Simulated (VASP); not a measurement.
# CdS (P6_3mc) in VASP: notebook

The runs below take CdS through relaxation of cell and atoms, relaxation of shape and atoms at fixed volume, with PBE.

Everything below comes from runs of VASP 6.6.1. Logs are shortened: lines on timing, memory, paths and dates and some standing lists are left out, and cuts for length are marked.

## (1) The cell of the first run

Symmetry: P6_3mc, No. 186, hexagonal system. The conventional cell has a = 4.149 Å, b = 4.149 Å, c = 6.771 Å, α = 90.00°, β = 90.00°, γ = 120.00°. Within 3.3 Å of Cd (site symmetry 3m) lie 4 S at 2.52 to 2.61 Å. Within 3.3 Å of S (site symmetry 3m) lie 4 Cd at 2.52 to 2.61 Å.

## (2) Relaxation of cell and atoms, PBE

INCAR reads:

```
SYSTEM = CdS
PREC = Accurate ; ENCUT = 600
EDIFF = 1E-7 ; ISMEAR = 0
SIGMA = 0.05 ; LREAL = .False.
LASPH = .True. ; NELM = 100
ALGO = Normal ; ISIF = 3
LWAVE = .False. ; LCHARG = .False.
GGA = PE ; IBRION = 2
NSW = 80 ; EDIFFG = -0.01
```

KPOINTS reads:

```
regular mesh
0
Gamma
  10 10 6
  0 0 0
```

POSCAR reads:

```
CdS
1.0
    4.1485361787      0.0000000000      0.0000000000
   -2.0742680894      3.5927377193      0.0000000000
    0.0000000000      0.0000000000      6.7714220916
Cd S
2 2
Direct
    0.3333333333      0.6666666667      0.0000000000
    0.6666666667      0.3333333333      0.5000000000
    0.3333333333      0.6666666667      0.3850000000
    0.6666666667      0.3333333333      0.8850000000
```

Potentials or basis: VASP PAW PBE potentials, release 64 (Cd, S).

Run with:

```sh
$ cat potpaw_PBE.64/Cd/POTCAR potpaw_PBE.64/S/POTCAR > POTCAR
$ mpirun -np 1 vasp_std > vasp.out
```

OUTCAR:

```text
SYSTEM = CdS
   PREC = Accurate
   ENCUT = 600
   EDIFF = 1E-7
   ISMEAR = 0
   LREAL = .False.
   LASPH = .True.
   NELM = 100
   ISIF = 3
   GGA = PE
   IBRION = 2
   NSW = 80
   EDIFFG = -0.01

 ion  position               nearest neighbor table
   1  0.333  0.667  0.000-   4 2.52   4 2.52   4 2.52   3 2.61
   2  0.667  0.333  0.500-   3 2.52   3 2.52   3 2.52   4 2.61
   3  0.333  0.667  0.385-   2 2.52   2 2.52   2 2.52   1 2.61
   4  0.667  0.333  0.885-   1 2.52   1 2.52   1 2.52   2 2.61

  LATTYP: Found a hexagonal cell.
 ALAT       =     4.1485361787
 C/A-ratio  =     1.6322437120

  Lattice vectors:

 A1 = (   4.1485361787,   0.0000000000,   0.0000000000)
 A2 = (  -2.0742680894,   3.5927377193,   0.0000000000)
 A3 = (   0.0000000000,   0.0000000000,   6.7714220916)

Analysis of symmetry for initial positions (statically):
=====================================================================
 Subroutine PRICEL returns:
 Original cell was already a primitive cell.

 Routine SETGRP: Setting up the symmetry group for a
 hexagonal supercell.

 Subroutine GETGRP returns: Found 12 space group operations
 (whereof  6 operations were pure point group operations)
 out of a pool of 24 trial point group operations.

The static configuration has the point symmetry C_3v.
 The point group associated with its full space group is C_6v.

Analysis of symmetry for dynamics (positions and initial velocities):
=====================================================================
 Subroutine PRICEL returns:
 Original cell was already a primitive cell.

 Routine SETGRP: Setting up the symmetry group for a
 hexagonal supercell.

 Subroutine GETGRP returns: Found 12 space group operations
 (whereof  6 operations were pure point group operations)
 out of a pool of 24 trial point group operations.

The dynamic configuration has the point symmetry C_3v.
 The point group associated with its full space group is C_6v.

 Subroutine INISYM returns: Found 12 space group operations
 (whereof  6 operations are pure point group operations),
 and found     1 'primitive' translations

----------------------------------------------------------------------------------------

                                     Primitive cell

  volume of cell :     100.9254

  direct lattice vectors                    reciprocal lattice vectors
     4.148536179  0.000000000  0.000000000     0.241048880  0.139169636  0.000000000
    -2.074268089  3.592737719  0.000000000     0.000000000  0.278339272  0.000000000
     0.000000000  0.000000000  6.771422092     0.000000000  0.000000000  0.147679466

  length of vectors
     4.148536179  4.148536179  6.771422092     0.278339272  0.278339272  0.147679466

  position of ions in fractional coordinates (direct lattice)
     0.333333333  0.666666667  0.000000000
     0.666666667  0.333333333  0.500000000
     0.333333333  0.666666667  0.385000000
     0.666666667  0.333333333  0.885000000

  ion indices of the primitive-cell ions
   primitive index   ion index
                 1           1
                 2           2
                 3           3
                 4           4

----------------------------------------------------------------------------------------

 KPOINTS: regular mesh

Automatic generation of k-mesh.
 Grid dimensions read from file:
 generate k-points for:   10   10    6

 Generating k-lattice:

  Cartesian coordinates                     Fractional coordinates (reciprocal lattice)
     0.024104888  0.013916964  0.000000000     0.100000000  0.000000000  0.000000000
     0.000000000  0.027833927  0.000000000     0.000000000  0.100000000  0.000000000
     0.000000000  0.000000000  0.024613244     0.000000000  0.000000000  0.166666667

  Length of vectors
     0.027833927  0.027833927  0.024613244

  Shift w.r.t. Gamma in fractional coordinates (k-lattice)
     0.000000000  0.000000000  0.000000000

 Subroutine IBZKPT returns following result:
 ===========================================

 Found     56 irreducible k-points:

 Following reciprocal coordinates:
            Coordinates               Weight
  0.000000  0.000000  0.000000      1.000000
  0.100000  0.000000  0.000000      6.000000
  0.200000  0.000000  0.000000      6.000000
  0.300000  0.000000  0.000000      6.000000
  0.400000  0.000000  0.000000      6.000000
  0.500000  0.000000  0.000000      3.000000
[... 16 lines left out ...]
  0.300000  0.100000  0.166667     24.000000
  0.400000  0.100000  0.166667     24.000000
 [... further k-points ...]
   k-points           NKPTS =     56   k-points in BZ     NKDIM =     56   number of bands    NBANDS=     22
   number of dos      NEDOS =    301   number of ions     NIONS =      4
   total plane-waves  NPLWV =  69984
   dimension x,y,z NGX =    36 NGY =   36 NGZ =   54
   dimension x,y,z NGXF=    72 NGYF=   72 NGZF=  108
   ions per type =               2   2
   NGX,Y,Z   is equivalent  to a cutoff of  14.43, 14.43, 13.26 a.u.
   NGXF,Y,Z  is equivalent  to a cutoff of  28.85, 28.85, 26.52 a.u.
 SYSTEM =  CdS
   PREC   = accura    normal or accurate (medium, high low for compatibility)
   ISTART =      0    job   : 0-new  1-cont  2-samecut
   ICHARG =      2    charge: 1-file 2-atom 10-const
   ISPIN  =      1    spin polarized calculation?
   LNONCOLLINEAR =      F non collinear calculations
   LSORBIT =      F    spin-orbit coupling
   LASPH  =      T    aspherical Exc in radial PAW
   ENCUT  =  600.0 eV  44.10 Ry    6.64 a.u.   8.29  8.29 13.52*2*pi/ulx,y,z
   NELM   =    100;   NELMIN=  2; NELMDL= -5     # of ELM steps
   EDIFF  = 0.1E-06   stopping-criterion for ELM
   LREAL  =      F    real-space projection
   EDIFFG = -.1E-01   stopping-criterion for IOM
   NSW    =     80    number of steps for IOM
   IBRION =      2    ionic relax: 0-MD 1-quasi-New 2-CG
   NFREE  =      1    steps in history (QN), initial steepest desc. (CG)
   ISIF   =      3    stress and relaxation
   ISYM   =      2    0-nonsym 1-usesym 2-fastsym
   POTIM  = 0.5000    time-step for ionic-motion
   TEBEG  =    0.0;   TEEND  =   0.0 temperature during run
   PSTRESS=    0.0 pullay stress
   NELECT =      36.0000    total number of electrons
   NUPDOWN=      -1.0000    fix difference up-down
   EMIN   =  10.00;   EMAX   =-10.00  energy-range for DOS
   EFERMI =   0.00;   METHOD = LEGACY
   ISMEAR =     0;   SIGMA  =   0.05  broadening in eV -4-tet -1-fermi 0-gaus
   EFERMI_NEDOS =   21; number of points for ismear=-14 and -15
   IALGO  =     38    algorithm
   IMIX   =      4    mixing-type and parameters
     AMIX     =   0.40;   BMIX     =  1.00
     AMIX_MAG =   1.60;   BMIX_MAG =  1.00
  volume/ion in A,a.u.               =      25.23       170.27
  Fermi-wavevector in a.u.,A,eV,Ry     =   1.161027  2.194022 18.340425  1.347983
  Thomas-Fermi vector in A             =   2.297603
   LORBIT       =      0    0 simple, 1 ext, 2 COOP (PROOUT), +10 PAW based schemes
   GGA     = PE    functional components
   LHFCALC =     F    Hartree Fock is set to
   AEXX    =    0.0000 exact exchange contribution
   IVDW    =     0    specifies the selected vdW correction
   LEPSILON=     F    determine dielectric tensor
   LRPA    =     F    only Hartree local field effects (RPA)
 conjugate gradient relaxation of ions
 non-spin polarized calculation
 Gauss-broadening in eV      SIGMA  =   0.05
  energy-cutoff  :      600.00
  volume of cell :      100.93
 maximum number of plane-waves:      3394
 NGX is ok and might be reduce to    36
   NGX = 17   NGY = 17   NGZ = 27

--------------------------------------- Ionic step        1  -------------------------------------------

 number of electron      36.0000007 magnetization

 Free energy of the ion-electron system (eV)
  ---------------------------------------------------
  ext. energy  EPLUGINS =         0.00000000
  ---------------------------------------------------
  free energy    TOTEN  =       -12.25820107 eV

  energy without entropy =      -12.25820107  energy(sigma->0) =      -12.25820107

------------------------ aborting loop because EDIFF is reached ----------------------------------------

  FORCE on cell =-STRESS in cart. coord.  units (eV):
  Direction    XX          YY          ZZ          XY          YZ          ZX
  --------------------------------------------------------------------------------------
  -------------------------------------------------------------------------------------
  Total        1.8483031      1.8483031      0.4775843     -0.0000000      0.0000000      0.0000000
  in kB       29.3415800     29.3415800      7.5815908     -0.0000000      0.0000000      0.0000000
  external PRESSURE =      22.0882503 kB  Pullay stress =       0.0000000 kB
[... 213 lines left out ...]
  energy  without entropy=      -12.2978759900  energy(sigma->0) =      -12.29787599

--------------------------------------- Ionic step        7  -------------------------------------------

 number of electron      36.0000005 magnetization

 Free energy of the ion-electron system (eV)
  ---------------------------------------------------
  ext. energy  EPLUGINS =         0.00000000
  ---------------------------------------------------
  free energy    TOTEN  =       -12.29878217 eV

  energy without entropy =      -12.29878217  energy(sigma->0) =      -12.29878217

 E-fermi :   1.0871     XC(G=0):  -8.8947

 val. band max:        0.8661329022   @ k =   0.0000   0.0000   0.0000
 cond. band min:       1.9701452852   @ k =   0.0000   0.0000   0.0000
 fundamental gap:      1.1040123830
 Fermi energy:         1.0870543026

 k-point     1 :       0.0000    0.0000    0.0000
  band No.  band energies     occupation
      1     -11.1899      2.00000
      2     -10.8060      2.00000
      3      -6.6629      2.00000
      4      -6.6585      2.00000
      5      -6.6585      2.00000
      6      -6.5854      2.00000
[... 574 lines left out ...]
      6      -6.4137      2.00000
[... 14 lines left out ...]
     21       6.2420      0.00000
     22       6.7437      0.00000

 [... further k-points ...]

------------------------ aborting loop because EDIFF is reached ----------------------------------------

  FORCE on cell =-STRESS in cart. coord.  units (eV):
  Direction    XX          YY          ZZ          XY          YZ          ZX
  --------------------------------------------------------------------------------------
  -------------------------------------------------------------------------------------
  Total       -0.0352928     -0.0352928      0.0266304      0.0000000     -0.0000000      0.0000000
  in kB       -0.5400480     -0.5400480      0.4074965      0.0000000     -0.0000000      0.0000000
  external PRESSURE =      -0.2241998 kB  Pullay stress =       0.0000000 kB
[... 19 lines left out ...]
  FREE ENERGIE OF THE ION-ELECTRON SYSTEM (eV)
  ---------------------------------------------------
  free  energy   TOTEN  =       -12.2987821727 eV

  energy  without entropy=      -12.2987821727  energy(sigma->0) =      -12.29878217

 reached required accuracy - stopping structural energy minimisation
```

Run time: 24 min. Hardware: 1 thread of Oxide Virtual Turin-like, shared host; peak memory 0.31 GiB.

What came out:

```yaml
Free_energy: -12.2988 eV
Relaxed_volume: 26.18 Å³/atom
Relaxed_cell: a = 4.207 Å, b = 4.207 Å, c = 6.832 Å, α = 90.00°, β = 90.00°, γ = 120.00°
Space_group_after_relaxing_to_0.05_Å: P6_3mc (No. 186)
Energy_gained_by_relaxing: 10.1 meV/atom
Ionic_steps: 7
Pressure_after_relaxing: 0.0 GPa
Band_gap_on_the_k_mesh: 1.10 eV, direct
```

Step by step:
```csv
step,energy change (eV),largest force (eV/Å),pressure (GPa),volume (Å³)
1,0.0000,0.2582,2.21,100.93
2,-0.0350,0.0494,-0.70,106.08
3,-0.0374,0.0884,-0.16,104.98
4,-0.0387,0.0482,-0.02,104.69
5,-0.0390,0.0224,0.07,104.52
6,-0.0397,0.0164,0.04,104.57
7,-0.0406,0.0006,-0.02,104.70
```

Final structure:
```
CELL_PARAMETERS angstrom
4.20667 0.00000 0.00000
-2.10334 3.64309 0.00000
0.00000 0.00000 6.83214
ATOMIC_POSITIONS crystal
Cd 0.33333 0.66667 0.00399
Cd 0.66667 0.33333 0.50399
S 0.33333 0.66667 0.38101
S 0.66667 0.33333 0.88101
```

## (3) Relaxation of shape and atoms at fixed volume, PBE (volume scaled by 0.980)

INCAR reads:

```
SYSTEM = CdS
PREC     = Accurate       ! precision mode
ENCUT    = 600            ! plane-wave cutoff, eV
EDIFF    = 1E-6           ! SCF threshold, eV
ISMEAR   = 0              ! smearing method
SIGMA    = 0.05           ! smearing width, eV
LREAL    = .FALSE.        ! projectors in reciprocal space
LASPH    = .TRUE.         ! aspherical terms in the spheres
NELM     = 80             ! most SCF steps
ALGO     = Normal         ! electronic algorithm
ISIF     = 4              ! what is computed and relaxed
LWAVE    = .FALSE.        ! write WAVECAR
LCHARG   = .FALSE.        ! write CHGCAR
GGA      = PE             ! functional
IBRION   = 2              ! ionic algorithm
NSW      = 60             ! ionic steps
EDIFFG   = -0.01          ! ionic threshold
```

KPOINTS reads:

```
regular mesh
0
G
  10 10 6
  0 0 0
```

POSCAR reads:

```
CdS
1.0
    4.1688610388      0.0000000000      0.0000000000
   -2.0844305194      3.6103395644      0.0000000000
    0.0000000000      0.0000000000      6.7820514899
Cd S
2 2
Direct
    0.3333333333      0.6666666667      0.0041671622
    0.6666666667      0.3333333333      0.5041671622
    0.3333333333      0.6666666667      0.3808328378
    0.6666666667      0.3333333333      0.8808328378
```

Potentials or basis: VASP PAW PBE potentials, release 64 (Cd, S).

Run with:

```sh
$ cat potpaw_PBE.64/Cd/POTCAR potpaw_PBE.64/S/POTCAR > POTCAR
$ mpirun -np 1 vasp_std > vasp.out
```

OUTCAR:

```text
SYSTEM = CdS
   PREC = Accurate
   ENCUT = 600
   EDIFF = 1E-6
   ISMEAR = 0
   LREAL = .FALSE.
   LASPH = .TRUE.
   NELM = 80
   ISIF = 4
   GGA = PE
   IBRION = 2
   NSW = 60
   EDIFFG = -0.01

 ion  position               nearest neighbor table
   1  0.333  0.667  0.004-   4 2.55   4 2.55   4 2.55   3 2.55
   2  0.667  0.333  0.504-   3 2.55   3 2.55   3 2.55   4 2.55
   3  0.333  0.667  0.381-   2 2.55   2 2.55   2 2.55   1 2.55
   4  0.667  0.333  0.881-   1 2.55   1 2.55   1 2.55   2 2.55
[... 799 lines left out ...]

 [... further k-points ...]
[... 5 lines left out ...]
  --------------------------------------------------------------------------------------
  -------------------------------------------------------------------------------------
  Total        0.8923326      0.8923326      0.8977892      0.0000000      0.0000000      0.0000000
  in kB       14.0058928     14.0058928     14.0915381      0.0000000      0.0000000      0.0000000
  external PRESSURE =      14.0344412 kB  Pullay stress =       0.0000000 kB

 VOLUME and BASIS-vectors are now :
 -----------------------------------------------------------------------------
  energy-cutoff  :      600.00
  volume of cell :      102.08
      direct lattice vectors                 reciprocal lattice vectors
     4.168861039  0.000000000  0.000000000     0.239873671  0.138491128  0.000000000
    -2.084430519  3.610339564  0.000000000     0.000000000  0.276982257  0.000000000
     0.000000000  0.000000000  6.782051490     0.000000000  0.000000000  0.147448011

 POSITION                                       TOTAL-FORCE (eV/Angst)
 -----------------------------------------------------------------------------------
     -0.00000      2.40689      0.02826        -0.000000      0.000000      0.002490
      2.08443      1.20345      3.41929         0.000000     -0.000000      0.002490
     -0.00000      2.40689      2.58283        -0.000000      0.000000     -0.002490
      2.08443      1.20345      5.97385         0.000000     -0.000000     -0.002490
 -----------------------------------------------------------------------------------
    total drift:                               -0.000000      0.000000     -0.000449

  FREE ENERGIE OF THE ION-ELECTRON SYSTEM (eV)
  ---------------------------------------------------
  free  energy   TOTEN  =       -12.2881644250 eV

  energy  without entropy=      -12.2881644250  energy(sigma->0) =      -12.28816443

 reached required accuracy - stopping structural energy minimisation
```

It took 5.2 min on 1 thread of Oxide Virtual Turin-like, shared host; peak memory 0.29 GiB.

What came out:

```
Free energy             : -12.2882 eV
Pressure after relaxing : 1.4 GPa
Band gap on the k mesh  : 1.16 eV, direct
```

Forces in eV/Å, atoms in the order of the input:
```
Cd   0.000  0.000  0.002
Cd   0.000  0.000  0.002
S    0.000  0.000 -0.002
S    0.000  0.000 -0.002
```

Final structure:
```yaml
crystal:
  lattice:
    - [4.16886, 0.00000, 0.00000]
    - [-2.08443, 3.61034, 0.00000]
    - [0.00000, 0.00000, 6.78205]
  atoms:
    - { symbol: Cd, position: [0.33333, 0.66667, 0.00417] }
    - { symbol: Cd, position: [0.66667, 0.33333, 0.50417] }
    - { symbol: S, position: [0.33333, 0.66667, 0.38083] }
    - { symbol: S, position: [0.66667, 0.33333, 0.88083] }
```

Caveat: the cell differs from its parent crystal (volume scaled by 0.980); the relaxation stopped at its first step, so nothing moved.
